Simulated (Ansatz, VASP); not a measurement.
# One calculation of F, two programs

```xyz
4
Lattice="3.1517 -1.8705 -0.2431 3.1517 1.8705 -0.2431 -2.3521 0.0000 7.4834" Properties=species:S:1:pos:R:3 pbc="T T T"
F     0.3137    0.0000    0.6622
F     3.6375    0.0000    6.3350
F     1.7651    0.0000    4.1992
F     2.1861    0.0000    2.7980
```

Change from the starting cell: volume 21.523 Å^3 an atom, stretch along a over the lengths across it, relative to the relaxed cell 0.9684.

Alike in both runs: task single point; functional PBEsol; k mesh 4 × 4 × 2; occupations gaussian, width 0.05 eV; no spin polarisation.

|  | VASP | Ansatz |
| --- | --- | --- |
| version | VASP 6.6.1 | Ansatz 0.2.0 |
| potentials or method | VASP PAW PBE potentials, release 64 (F), cutoff 520 eV | scalar-relativistic, plane waves, PAW |
| valence electrons in the cell | 28 | 28 |

|  | VASP | Ansatz | Ansatz less VASP |
| --- | --- | --- | --- |
| gap on the k mesh at the Fermi level (eV) | 2.39 | 2.45 | +0.065 |
| least direct gap on the mesh (eV) | 2.44 | 2.51 | +0.065 |
| pressure (GPa) | -3.6 | -3.7 | -0.15 |
| traceless stress, the component that is largest in VASP (GPa) | -4.85 | -5.79 | -0.943 |
| rms of the force components (eV/Å) | 0.940 | 1.119 | +0.1795 |

VASP's potentials were made for PBE, not for PBEsol. Atom by atom the forces differ by 0.180 eV/Å (rms over components).

The k mesh is coarse, so the values compare programs but aren't converged.
